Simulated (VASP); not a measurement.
# MgO (P6_3/mmc) in VASP: a series of runs

The runs below take MgO through single point, with PBE.

Program: VASP 6.6.1. These are calculated values, not measurements. Logs are shortened: lines on timing, memory, paths and dates and some standing lists are left out, and cuts for length are marked.

## 1. The cell of the first run

It takes space group P6_3/mmc (No. 194, hexagonal). Conventional cell: a = 3.486 Å, b = 3.486 Å, c = 4.178 Å, α = 90.00°, β = 90.00°, γ = 120.00°. Within 2.7 Å of Mg (site symmetry -6m2) lie 5 O at 2.01 to 2.09 Å. Within 2.7 Å of O (site symmetry -6m2) lie 5 Mg at 2.01 to 2.09 Å.

## 2. Single point, PBE

Input file INCAR:

```
PREC = Accurate ; ENCUT = 520
EDIFF = 1E-6 ; ISMEAR = 0
SIGMA = 0.1 ; LREAL = F
LASPH = T ; NELM = 80
ALGO = Normal ; ISIF = 2
LWAVE = F ; LCHARG = F
GGA = PE ; NBANDS = 16
```

Input file KPOINTS:

```
Automatic mesh
0
Gamma
  6 6 4
```

Input file POSCAR:

```
MgO
1.0
    3.4863779600      0.0000000000      0.0000000000
   -1.7431889800      3.0192918800      0.0000000000
    0.0000000000      0.0000000000      4.1780414600
Mg O
2 2
Direct
    0.6666666700      0.3333333300      0.7500000000
    0.3333333300      0.6666666700      0.2500000000
    0.6666666700      0.3333333300      0.2500000000
    0.3333333300      0.6666666700      0.7500000000
```

Potentials or basis: VASP PAW PBE potentials, release 64 (Mg, O).

Started as:

```
$ cat potpaw_PBE.64/Mg/POTCAR potpaw_PBE.64/O/POTCAR > POTCAR
$ mpirun -np 1 vasp_std > vasp.out
```

OUTCAR:

```text
PREC = Accurate
   ENCUT = 520
   EDIFF = 1E-6
   ISMEAR = 0
   LREAL = F
   LASPH = T
   NELM = 80
   ISIF = 2
   GGA = PE

 ion  position               nearest neighbor table
   1  0.667  0.333  0.750-   4 2.01   4 2.01   4 2.01   3 2.09   3 2.09   2 2.90   2 2.90   2 2.90
                             2 2.90   2 2.90   2 2.90
   2  0.333  0.667  0.250-   3 2.01   3 2.01   3 2.01   4 2.09   4 2.09   1 2.90   1 2.90   1 2.90
                             1 2.90   1 2.90   1 2.90
   3  0.667  0.333  0.250-   2 2.01   2 2.01   2 2.01   1 2.09   1 2.09
   4  0.333  0.667  0.750-   1 2.01   1 2.01   1 2.01   2 2.09   2 2.09

  LATTYP: Found a hexagonal cell.
 ALAT       =     3.4863779600
 C/A-ratio  =     1.1983902801

  Lattice vectors:

 A1 = (   3.4863779600,   0.0000000000,   0.0000000000)
 A2 = (  -1.7431889800,   3.0192918800,   0.0000000000)
 A3 = (   0.0000000000,   0.0000000000,   4.1780414600)

Analysis of symmetry for initial positions (statically):
=====================================================================
 Subroutine PRICEL returns:
 Original cell was already a primitive cell.

 Routine SETGRP: Setting up the symmetry group for a
 hexagonal supercell.

 Subroutine GETGRP returns: Found 24 space group operations
 (whereof 12 operations were pure point group operations)
 out of a pool of 24 trial point group operations.

The static configuration has the point symmetry D_3d.
 The point group associated with its full space group is D_6h.

Analysis of symmetry for dynamics (positions and initial velocities):
=====================================================================
 Subroutine PRICEL returns:
 Original cell was already a primitive cell.

 Routine SETGRP: Setting up the symmetry group for a
 hexagonal supercell.

 Subroutine GETGRP returns: Found 24 space group operations
 (whereof 12 operations were pure point group operations)
 out of a pool of 24 trial point group operations.

The dynamic configuration has the point symmetry D_3d.
 The point group associated with its full space group is D_6h.

 Subroutine INISYM returns: Found 24 space group operations
 (whereof 12 operations are pure point group operations),
 and found     1 'primitive' translations

[... 93 lines left out ...]
   NELM   =     80;   NELMIN=  2; NELMDL= -5     # of ELM steps
   EDIFF  = 0.1E-05   stopping-criterion for ELM
   LREAL  =      F    real-space projection
   EDIFFG = 0.1E-04   stopping-criterion for IOM
   NSW    =      0    number of steps for IOM
   IBRION =     -1    ionic relax: 0-MD 1-quasi-New 2-CG
   NFREE  =      0    steps in history (QN), initial steepest desc. (CG)
   ISIF   =      2    stress and relaxation
   ISYM   =      2    0-nonsym 1-usesym 2-fastsym
   POTIM  = 0.5000    time-step for ionic-motion
   TEBEG  =    0.0;   TEEND  =   0.0 temperature during run
   PSTRESS=    0.0 pullay stress
   NELECT =      16.0000    total number of electrons
   NUPDOWN=      -1.0000    fix difference up-down
   EMIN   =  10.00;   EMAX   =-10.00  energy-range for DOS
   EFERMI =   0.00;   METHOD = LEGACY
   ISMEAR =     0;   SIGMA  =   0.10  broadening in eV -4-tet -1-fermi 0-gaus
   EFERMI_NEDOS =   21; number of points for ismear=-14 and -15
   IALGO  =     38    algorithm
   IMIX   =      4    mixing-type and parameters
     AMIX     =   0.40;   BMIX     =  1.00
     AMIX_MAG =   1.60;   BMIX_MAG =  1.00
  volume/ion in A,a.u.               =      10.99        74.20
  Fermi-wavevector in a.u.,A,eV,Ry     =   1.168685  2.208494 18.583165  1.365824
  Thomas-Fermi vector in A             =   2.305168
   LORBIT       =      0    0 simple, 1 ext, 2 COOP (PROOUT), +10 PAW based schemes
   GGA     = PE    functional components
   LHFCALC =     F    Hartree Fock is set to
   AEXX    =    0.0000 exact exchange contribution
   IVDW    =     0    specifies the selected vdW correction
   LEPSILON=     F    determine dielectric tensor
   LRPA    =     F    only Hartree local field effects (RPA)
 non-spin polarized calculation
 Gauss-broadening in eV      SIGMA  =   0.10
  energy-cutoff  :      520.00
  volume of cell :       43.98
 maximum number of plane-waves:      1204
 NGX is ok and might be reduce to    28
   NGX = 13   NGY = 13   NGZ = 15

 number of electron      15.9999999 magnetization

 Free energy of the ion-electron system (eV)
  ---------------------------------------------------
  ext. energy  EPLUGINS =         0.00000000
  ---------------------------------------------------
  free energy    TOTEN  =       -23.65707833 eV

  energy without entropy =      -23.65707833  energy(sigma->0) =      -23.65707833

 E-fermi :   2.4423     XC(G=0): -10.0741

 val. band max:        2.0071039760   @ k =   0.0000   0.0000   0.0000
 cond. band min:       5.4460520832   @ k =   0.0000   0.0000   0.0000
 fundamental gap:      3.4389481072
 Fermi energy:         2.4422560092

 k-point     1 :       0.0000    0.0000    0.0000
  band No.  band energies     occupation
      1     -14.9316      2.00000
      2     -13.5314      2.00000
      3      -1.6354      2.00000
      4       0.2698      2.00000
      5       0.2698      2.00000
      6       1.2026      2.00000
[... 376 lines left out ...]
      3      -1.5930      2.00000
      4      -1.5930      2.00000
      5      -0.4751      2.00000
      6      -0.4751      2.00000
[... 8 lines left out ...]
     15      19.5553      0.00000
     16      19.5553      0.00000

------------------------ aborting loop because EDIFF is reached ----------------------------------------

  FORCE on cell =-STRESS in cart. coord.  units (eV):
  Direction    XX          YY          ZZ          XY          YZ          ZX
  --------------------------------------------------------------------------------------
  -------------------------------------------------------------------------------------
  Total        1.0277046      1.0277046      1.2831788      0.0000000      0.0000000     -0.0000000
  in kB       37.4392008     37.4392008     46.7461070      0.0000000      0.0000000     -0.0000000
  external PRESSURE =      40.5415029 kB  Pullay stress =       0.0000000 kB

 VOLUME and BASIS-vectors are now :
 -----------------------------------------------------------------------------
  energy-cutoff  :      520.00
  volume of cell :       43.98
      direct lattice vectors                 reciprocal lattice vectors
     3.486377960  0.000000000  0.000000000     0.286830634  0.165601744  0.000000000
    -1.743188980  3.019291880  0.000000000     0.000000000  0.331203487  0.000000000
     0.000000000  0.000000000  4.178041460     0.000000000  0.000000000  0.239346596

 POSITION                                       TOTAL-FORCE (eV/Angst)
 -----------------------------------------------------------------------------------
      1.74319      1.00643      3.13353         0.000000     -0.000000      0.000000
     -0.00000      2.01286      1.04451         0.000000      0.000000      0.000000
      1.74319      1.00643      1.04451        -0.000000     -0.000000      0.000000
     -0.00000      2.01286      3.13353         0.000000      0.000000      0.000000
 -----------------------------------------------------------------------------------
    total drift:                               -0.000004      0.000003     -0.000000

  FREE ENERGIE OF THE ION-ELECTRON SYSTEM (eV)
  ---------------------------------------------------
  free  energy   TOTEN  =       -23.6570783272 eV

  energy  without entropy=      -23.6570783272  energy(sigma->0) =      -23.65707833
```

OSZICAR:

```text
N       E                     dE             d eps       ncg     rms          rms(c)
DAV:   1     0.629108000612E+02    0.62911E+02   -0.75073E+03   672   0.894E+02
DAV:   2    -0.236987062158E+02   -0.86610E+02   -0.78693E+02   944   0.200E+02
DAV:   3    -0.276524679845E+02   -0.39538E+01   -0.39446E+01   792   0.437E+01
DAV:   4    -0.276690063261E+02   -0.16538E-01   -0.16538E-01   784   0.328E+00
DAV:   5    -0.276690879448E+02   -0.81619E-04   -0.81618E-04   776   0.219E-01    0.112E+01
DAV:   6    -0.237209434693E+02    0.39481E+01   -0.10354E+01   688   0.249E+01    0.354E+00
DAV:   7    -0.236744264291E+02    0.46517E-01   -0.14778E-01   680   0.310E+00    0.212E+00
DAV:   8    -0.236589071101E+02    0.15519E-01   -0.93185E-02   696   0.327E+00    0.519E-01
DAV:   9    -0.236561902344E+02    0.27169E-02   -0.65676E-03   832   0.729E-01    0.114E-01
DAV:  10    -0.236570607739E+02   -0.87054E-03   -0.87744E-04   672   0.204E-01    0.348E-02
DAV:  11    -0.236570798154E+02   -0.19041E-04   -0.24121E-05   720   0.374E-02    0.205E-02
DAV:  12    -0.236570785907E+02    0.12248E-05   -0.99278E-06   704   0.251E-02    0.388E-03
DAV:  13    -0.236570783272E+02    0.26346E-06   -0.95830E-07   520   0.756E-03
   1 F= -.23657078E+02 E0= -.23657078E+02  d E =-.234088E-11
```

stdout:

```text
POSCAR found type information on POSCAR MgO
 POSCAR found :  2 types and       4 ions
 scaLAPACK will be used
 LDA part: xc-table for (Slater+PW92), standard interpolation
 POSCAR, INCAR and KPOINTS ok, starting setup
 FFT: planning ... GRIDC
 FFT: planning ... GRID_SOFT
 FFT: planning ... GRID
 WAVECAR not read
 entering main loop
```

Run time: 7.5 s. Hardware: 1 thread of Intel Xeon 6975P-C (Granite Rapids), shared host; peak memory 0.16 GiB.

What came out:

| Item | Value |
| --- | --- |
| Free energy | -23.6571 eV |
| Pressure | 4.1 GPa |
| Band gap on the k mesh | 3.44 eV, direct |

## 3. Single point, PBE

This run uses another cell than the first one, of 11.37 Å³/atom, 1.034 times its volume.

Input file INCAR:

```
  ALGO = Normal
  EDIFF = 1E-6
  ENCUT = 520
  GGA = PE
  ISIF = 2
  ISMEAR = 0
  LASPH = True
  LCHARG = False
  LREAL = False
  LWAVE = False
  NBANDS = 16
  NELM = 60
  PREC = Accurate
  SIGMA = 0.1
```

Input file KPOINTS:

```
k-points
0
Gamma
  6 6 4
```

Input file POSCAR:

```
MgO
1.0
    3.5205873113      0.0000000000      0.0000000000
   -1.7602936556      3.0489180478      0.0000000000
    0.0000000000      0.0000000000      4.2370956778
Mg O
2 2
Direct
    0.6666666667      0.3333333333      0.7500000000
    0.3333333333      0.6666666667      0.2500000000
    0.6666666667      0.3333333333      0.2500000000
    0.3333333333      0.6666666667      0.7500000000
```

Potentials or basis: VASP PAW PBE potentials, release 64 (Mg, O).

Started as:

```
$ cat potpaw_PBE.64/Mg/POTCAR potpaw_PBE.64/O/POTCAR > POTCAR
$ mpirun -np 1 vasp_std > vasp.out
```

OUTCAR:

```text
EDIFF = 1E-6
   ENCUT = 520
   GGA = PE
   ISIF = 2
   ISMEAR = 0
   LASPH = True
   LREAL = False
   NELM = 60
   PREC = Accurate

 ion  position               nearest neighbor table
   1  0.667  0.333  0.750-   4 2.03   4 2.03   4 2.03   3 2.12   3 2.12   2 2.94   2 2.94   2 2.94
                             2 2.94   2 2.94   2 2.94
   2  0.333  0.667  0.250-   3 2.03   3 2.03   3 2.03   4 2.12   4 2.12   1 2.94   1 2.94   1 2.94
                             1 2.94   1 2.94   1 2.94
   3  0.667  0.333  0.250-   2 2.03   2 2.03   2 2.03   1 2.12   1 2.12
   4  0.333  0.667  0.750-   1 2.03   1 2.03   1 2.03   2 2.12   2 2.12

  LATTYP: Found a hexagonal cell.
 ALAT       =     3.5205873113
 C/A-ratio  =     1.2035195560

  Lattice vectors:

 A1 = (   3.5205873113,   0.0000000000,   0.0000000000)
 A2 = (  -1.7602936556,   3.0489180478,   0.0000000000)
 A3 = (   0.0000000000,   0.0000000000,   4.2370956778)

Analysis of symmetry for initial positions (statically):
=====================================================================
 Subroutine PRICEL returns:
[... 176 lines left out ...]
 val. band max:        1.7967838738   @ k =   0.0000   0.0000   0.0000
 cond. band min:       5.0596556220   @ k =   0.0000   0.0000   0.0000
 fundamental gap:      3.2628717482
 Fermi energy:         2.2853436938

 k-point     1 :       0.0000    0.0000    0.0000
  band No.  band energies     occupation
      1     -15.0001      2.00000
      2     -13.6920      2.00000
      3      -1.7401      2.00000
      4       0.1246      2.00000
      5       0.1246      2.00000
      6       1.0237      2.00000
[... 376 lines left out ...]
      3      -1.6955      2.00000
      4      -1.6955      2.00000
      5      -0.6002      2.00000
      6      -0.6002      2.00000
[... 8 lines left out ...]
     15      19.0672      0.00000
     16      19.0672      0.00000

------------------------ aborting loop because EDIFF is reached ----------------------------------------

  FORCE on cell =-STRESS in cart. coord.  units (eV):
  Direction    XX          YY          ZZ          XY          YZ          ZX
  --------------------------------------------------------------------------------------
  -------------------------------------------------------------------------------------
  Total       -0.1190930     -0.1190930     -0.1490242     -0.0000000      0.0000000      0.0000000
  in kB       -4.1953465     -4.1953465     -5.2497463     -0.0000000      0.0000000      0.0000000
  external PRESSURE =      -4.5468131 kB  Pullay stress =       0.0000000 kB

 VOLUME and BASIS-vectors are now :
 -----------------------------------------------------------------------------
  energy-cutoff  :      520.00
  volume of cell :       45.48
      direct lattice vectors                 reciprocal lattice vectors
     3.520587311  0.000000000  0.000000000     0.284043516  0.163992601  0.000000000
    -1.760293656  3.048918048  0.000000000     0.000000000  0.327985201  0.000000000
     0.000000000  0.000000000  4.237095678     0.000000000  0.000000000  0.236010720

 POSITION                                       TOTAL-FORCE (eV/Angst)
 -----------------------------------------------------------------------------------
      1.76029      1.01631      3.17782         0.000000      0.000000     -0.000000
     -0.00000      2.03261      1.05927        -0.000000      0.000000      0.000000
      1.76029      1.01631      1.05927         0.000000     -0.000000     -0.000000
     -0.00000      2.03261      3.17782         0.000000      0.000000     -0.000000
 -----------------------------------------------------------------------------------
    total drift:                               -0.000000      0.000000     -0.000000

  FREE ENERGIE OF THE ION-ELECTRON SYSTEM (eV)
  ---------------------------------------------------
  free  energy   TOTEN  =       -23.6751300497 eV

  energy  without entropy=      -23.6751300497  energy(sigma->0) =      -23.67513005
```

It took 7.5 s on 1 thread of Intel Xeon 6975P-C (Granite Rapids), shared host; peak memory 0.16 GiB.

Results:

```
Free energy            : -23.6751 eV
Pressure               : -0.5 GPa
Band gap on the k mesh : 3.26 eV, direct
```

Levels at points of the mesh, in eV from the valence-band top:
```tsv
k point	band 4	band 5	band 6	band 7	band 8	band 9	band 10	band 11	band 12	band 13
(0.00, 0.00, 0.00)	-1.67	-1.67	-0.77	-0.77	0.00	3.26	9.19	11.95	12.34	12.34
(0.50, 0.00, 0.00)	-2.29	-2.26	-1.93	-1.25	-0.52	6.90	8.74	9.74	11.72	12.85
(0.00, 0.00, 0.50)	-2.37	-1.24	-1.24	-1.24	-1.24	6.28	6.28	12.70	12.70	12.70
(0.50, 0.00, 0.50)	-3.76	-1.49	-1.49	-0.78	-0.78	7.20	7.20	11.59	11.59	13.83
```
